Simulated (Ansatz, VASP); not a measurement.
# AlIn: VASP beside Ansatz

POSCAR

```
AlIn
1.0
    3.0541300000      0.0000000000      0.0000000000
   -1.5270700000      2.6449600000      0.0000000000
    0.0000000000      0.0000000000      5.8280200000
Al In
1 1
Direct
    0.0000000000      0.0000000000      0.0000000000
    0.0000000000      0.0000000000      0.5000000000
```

The input INCAR.step1:

```
SYSTEM = AlIn
ALGO = Normal
EDIFF = 1E-5
ENCUT = 520
GGA = PE
ISIF = 2
ISMEAR = -1
LASPH = .TRUE.
LCHARG = .FALSE.
LREAL = .FALSE.
LWAVE = .TRUE.
NBANDS = 15
NELM = 60
PREC = Accurate
SIGMA = 0.05
```

INCAR.step2

```
SYSTEM = AlIn
ALGO = Normal
EDIFF = 1E-6
ENCUT = 520
GGA = PE
HFSCREEN = 0.2079
ISIF = 2
ISMEAR = -1
ISTART = 1
LASPH = .TRUE.
LCHARG = .FALSE.
LHFCALC = .TRUE.
LREAL = .FALSE.
LWAVE = .FALSE.
NBANDS = 15
NELM = 60
PREC = Accurate
PRECFOCK = Normal
SIGMA = 0.05
```

The input KPOINTS:

```
k-points
0
G
  5 5 3
  0 0 0
```

The input input:

```
crystal:
  lattice:
    - [3.05413, 0.0, 0.0]
    - [-1.52707, 2.64496, 0.0]
    - [0.0, 0.0, 5.82802]
  atoms:
    - { symbol: Al, position: [0.0, 0.0, 0.0] }
    - { symbol: In, position: [0.0, 0.0, 0.5] }
hamiltonian:
  xc: hse06
  pseudopotentials: { kind: paw }
kpoints:
  mp_grid: { grid: [5, 5, 3] }
  band_path:
    path:
      - [[0.0, 0.0, 0.0], [0.5, 0.0, 0.0], [0.3333333333, 0.3333333333, 0.0], [0.0, 0.0, 0.0], [0.0, 0.0, 0.5], [0.5, 0.0, 0.5], [0.3333333333, 0.3333333333, 0.5], [0.0, 0.0, 0.5]]
      - [[0.5, 0.0, 0.5], [0.5, 0.0, 0.0]]
      - [[0.3333333333, 0.3333333333, 0.0], [0.3333333333, 0.3333333333, 0.5]]
    npoints: 4
scf:
  occupations: { method: fermi_dirac, width: 0.05 }
  n_extra_bands: 6
output:
  forces: true
  stress: true
  eigenvalues: true
  fatbands: false
```

Alike in both runs: functional HSE06; k mesh 5 × 5 × 3; occupations fermi-dirac, width 0.05 eV; no spin polarisation.

|  | VASP | Ansatz |
| --- | --- | --- |
| version | VASP 6.6.1 | Ansatz 0.2.0 |
| potentials or method | VASP PAW PBE potentials, release 64 (Al, In_d) | Ansatz PAW |
| plane-wave cutoff (eV) | 520 | 420 |
| valence electrons in the cell | 16 | 16 |
| task | single point | band structure |

Ansatz gave:

```
gap on the k mesh at the Fermi level (eV)                     : none
pressure (GPa)                                                : -2.2
traceless stress, the component that is largest in VASP (GPa) : 2.99
```

Q: Which values does VASP return?

A: gap on the k mesh at the Fermi level (eV): none; pressure (GPa): -2.3; traceless stress, the component that is largest in VASP (GPa): 2.97.

A gap of «none» marks a metal or a gap that the smearing closes.

The k mesh is coarse, so the values compare programs but aren't converged.
